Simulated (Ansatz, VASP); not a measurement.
# ZrPdSe3: VASP beside Ansatz

```
CELL_PARAMETERS angstrom
5.17906 0.00000 0.00000
0.00000 5.17906 0.00000
0.00000 0.00000 5.17906
ATOMIC_POSITIONS crystal
Zr 0.00000 0.00000 0.00000
Pd 0.50000 0.50000 0.50000
Se 0.50000 0.00000 0.00000
Se 0.00000 0.50000 0.00000
Se 0.00000 0.00000 0.50000
```

Change from the starting cell: species swapped into the CuAgF3 type (Pm-3m, No. 221).

Alike in both runs: functional PBE; k mesh 8 × 8 × 8; occupations gaussian, width 0.1 eV; collinear spin.

Ansatz relaxed the structure, and its values are those at the end. VASP's run is a single point on that final structure, the one shown.

|  | VASP | Ansatz |
| --- | --- | --- |
| version | VASP 6.6.1 | Ansatz 0.2.0 |
| potentials or method | VASP PAW PBE potentials, release 64 (Zr_sv, Pd, Se), cutoff 520 eV | scalar-relativistic, plane waves, PAW |
| valence electrons in the cell | 40 | 78 |

Ansatz gave:

- gap on the k mesh at the Fermi level (eV): none
- pressure (GPa): 0.0
- net moment per atom (μB): 0.16

What did VASP give for the same quantities?

gap on the k mesh at the Fermi level (eV): none; pressure (GPa): 0.0; net moment per atom (μB): 0.17.

A gap of «none» marks a metal or a gap that the smearing closes. VASP's potentials hold 40 valence electrons a cell and Ansatz's 78, so a difference there can come from the potentials and not from the codes.
